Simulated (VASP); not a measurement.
Runs of VASP 6.6.1 on Sc. The structure is that of space group Fm-3m (No. 225), or close to it. The cells are those of the table. This isn't the form of Sc at room conditions, which is hcp.

```csv
cell,gap on the mesh (eV),pressure (GPa)
"a = 3.235, b = 3.235, c = 3.211 Å, angles 60.2, 60.2, 59.5°, 1 atom",none,-0.3
"a = 3.235, b = 3.235, c = 3.259 Å, angles 59.8, 59.8, 60.5°, 1 atom",none,-1.1
"a = 3.259, b = 3.259, c = 3.211 Å, angles 60.5, 60.5, 59.0°, 1 atom",none,-1.2
"a = 3.259, b = 3.259, c = 3.307 Å, angles 59.5, 59.5, 61.0°, 1 atom",none,-2.5
"a = 3.283, b = 3.283, c = 3.259 Å, angles 60.2, 60.2, 59.5°, 1 atom",none,-2.5
"a = 3.211, b = 3.211, c = 3.163 Å, angles 60.5, 60.5, 59.0°, 1 atom",none,1.3
"a = 3.283, b = 3.283, c = 3.307 Å, angles 59.8, 59.8, 60.5°, 1 atom",none,(a)
"a = 3.211, b = 3.211, c = 3.259 Å, angles 59.5, 59.5, 61.0°, 1 atom",none,-0.3
"a = 3.236, b = 3.236, c = 3.163 Å, angles 60.7, 60.7, 58.5°, 1 atom",none,(b)
```

Alike in all rows: task single point; level PBEsol; potentials or basis VASP PAW PBE potentials, release 64 (Sc_sv); no spin polarisation; k mesh 18 × 18 × 18; cutoff (eV) 520; smearing gaussian 0.15 eV.

Q: Fill in the values left out.

A: (a) -3.2; (b) 0.5.

Caveats: the PAW data sets were made with another functional, which shifts forces and pressure a little; the cell stands under tension (at least some runs).

A gap of «none» marks levels without a gap at the run's occupations.
